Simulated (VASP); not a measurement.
GaSb: relaxation of cell and atoms with PBEsol

Crystal: GaSb.

```xyz
2
Lattice="0.0000 3.0563 3.0563 3.0563 0.0000 3.0563 3.0563 3.0563 0.0000" Properties=species:S:1:pos:R:3 pbc="T T T"
Ga    0.0000    0.0000    0.0000
Sb    4.5844    4.5844    4.5844
```

```json
{
 "Program": "VASP 6.6.1",
 "Task": "relaxation of cell and atoms",
 "Functional": "PBEsol",
 "Potentials or basis": "VASP PAW PBE potentials, release 64 (Ga_d, Sb)",
 "Cutoff": "600 eV",
 "k mesh": "12 × 12 × 12",
 "Occupations": "fermi-dirac, width 0.15 eV",
 "Spin": "no spin polarisation",
 "Target pressure": "1 GPa",
 "Dipole correction": "no",
 "Further INCAR settings": "ALGO = Normal; EDIFF = 1e-06; IBRION = 2; EDIFFG = -0.001; NSW = 80; ISIF = 3"
}
```

| Property | Result |
| --- | --- |
| Relaxed volume | 28.05 Å³/atom |
| Relaxed cell | a = 4.297 Å, b = 4.297 Å, c = 4.297 Å, α = 60.00°, β = 60.00°, γ = 60.00° |
| Space group after relaxing (to 0.05 Å) | F-43m (No. 216) |
| Energy change on relaxing (the enthalpy is what falls) | +1.7 meV/atom |
| Ionic steps | 5 |
| Pressure after relaxing | 1.0 GPa |

The path:
| step | energy change (eV) | largest force (eV/Å) | pressure (GPa) | volume (Å³) |
| --- | --- | --- | --- | --- |
| 1 | 0.0000 | 0.0000 | 0.07 | 57.10 |
| 2 | 0.0061 | 0.0000 | 1.36 | 55.74 |
| 3 | 0.0032 | 0.0000 | 0.96 | 56.13 |
| 4 | 0.0035 | 0.0000 | 1.07 | 56.09 |
| 5 | 0.0034 | 0.0000 | 1.00 | 56.11 |

Final structure:
```
Ga Sb
1.0
     0.00000    3.03850    3.03850
     3.03850    0.00000    3.03850
     3.03850    3.03850    0.00000
Ga Sb
1 1
Direct
  0.00000 0.00000 0.00000
  0.75000 0.75000 0.75000
```

Levels at points of the mesh, in eV from the Fermi level:
| k point | band 7 | band 8 | band 9 | band 10 | band 11 | band 12 |
| --- | --- | --- | --- | --- | --- | --- |
| (0.00, 0.00, 0.00) | -0.21 | -0.21 | -0.21 | -0.07 | 2.55 | 2.55 |
| (0.50, 0.00, 0.00) | -6.70 | -1.40 | -1.40 | 0.18 | 3.51 | 3.51 |
| (0.50, 0.50, 0.00) | -7.13 | -2.87 | -2.87 | 0.61 | 0.92 | 8.59 |

Run time: 2.8 min on 1 thread of Intel(R) Xeon(R) Platinum 8375C CPU @ 2.90GHz (Ice Lake) (shared host), peak memory 0.26 GiB.

Caveat: the cell is relaxed towards a set pressure, so the enthalpy falls and the energy may rise; the PAW data sets were made with another functional, which shifts forces and pressure a little; spin-orbit coupling is left out, which moves the levels of the heavy elements.
